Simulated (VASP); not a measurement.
Input of a VASP 6.6.1 run:

The input INCAR:

```
SYSTEM = SiC
PREC = Accurate
ENCUT = 600
EDIFF = 1E-6
ISMEAR = 0
SIGMA = 0.01
LREAL = .False.
LASPH = .True.
NELM = 120
ALGO = Normal
ISIF = 2
LWAVE = .False.
LCHARG = .True.
GGA = PE
LELF = .True.
LVHAR = .True.
NBANDS = 11
GGA_COMPAT = .False.
```

The input KPOINTS:

```
regular mesh
0
Gamma
  9 9 9
  0 0 0
```

POSCAR

```
SiC
1.0
    0.0000000000      2.0882633161      2.0882633161
    2.0882633161      0.0000000000      2.0882633161
    2.0882633161      2.0882633161      0.0000000000
Si C
1 1
Direct
    0.0000000000      0.0000000000      0.0000000000
    0.2500000000      0.2500000000      0.2500000000
```

Potentials or basis: VASP PAW PBE potentials, release 64 (Si, C).

Command:

```sh
$ cat potpaw_PBE.64/Si/POTCAR potpaw_PBE.64/C/POTCAR > POTCAR
$ mpirun -np 1 vasp_std > vasp.out
```

Q: Predict the band gap on the k mesh.

A: 1.39 eV (least direct gap 4.75 eV).

Q: Estimate the pressure.

A: 39.6 GPa.

Caveat: the cell stands under pressure; an odd mesh through Γ misses points on the zone boundary, where band edges can lie.
